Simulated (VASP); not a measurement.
SiB6:

```
Si B
1.0
     4.13000    0.00000    0.00000
     0.00000    4.13000    0.00000
     0.00000    0.00000    4.13000
Si B
1 6
Direct
  0.00000 0.00000 0.00000
  0.21000 0.50000 0.50000
  0.50000 0.21000 0.50000
  0.79000 0.50000 0.50000
  0.50000 0.79000 0.50000
  0.50000 0.50000 0.21000
  0.50000 0.50000 0.79000
```

| Item | Value |
| --- | --- |
| Program | VASP 6.6.1 |
| Task | relaxation of the atoms |
| Functional | PBE |
| Potentials or basis | VASP PAW PBE potentials, release 64 (Si, B) |
| Cutoff | 520 eV |
| k mesh | 7 × 7 × 7 |
| Occupations | fermi-dirac, width 0.05 eV |
| Spin | no spin polarisation |

At the start: pressure 4.1 GPa; volume 10.06 Å³/atom.

Question: How do energy, volume and symmetry change on relaxing?

Answer: Over 4 steps the energy falls by 47.6 meV/atom; space group Pm-3m (No. 221, to 0.05 Å).

Step by step:
| step | energy change (eV) | largest force (eV/Å) | pressure (GPa) |
| --- | --- | --- | --- |
| 1 | 0.0000 | 2.7075 | 4.07 |
| 2 | 1.4035 | 6.8588 | 3.42 |
| 3 | -0.3330 | 0.0765 | 0.27 |
| 4 | -0.3332 | 0.0009 | 0.33 |

Final structure:
```
CELL_PARAMETERS angstrom
4.13000 0.00000 0.00000
0.00000 4.13000 0.00000
0.00000 0.00000 4.13000
ATOMIC_POSITIONS crystal
Si 0.00000 0.00000 0.00000
B 0.20010 0.50000 0.50000
B 0.50000 0.20010 0.50000
B 0.79990 0.50000 0.50000
B 0.50000 0.79990 0.50000
B 0.50000 0.50000 0.20010
B 0.50000 0.50000 0.79990
```
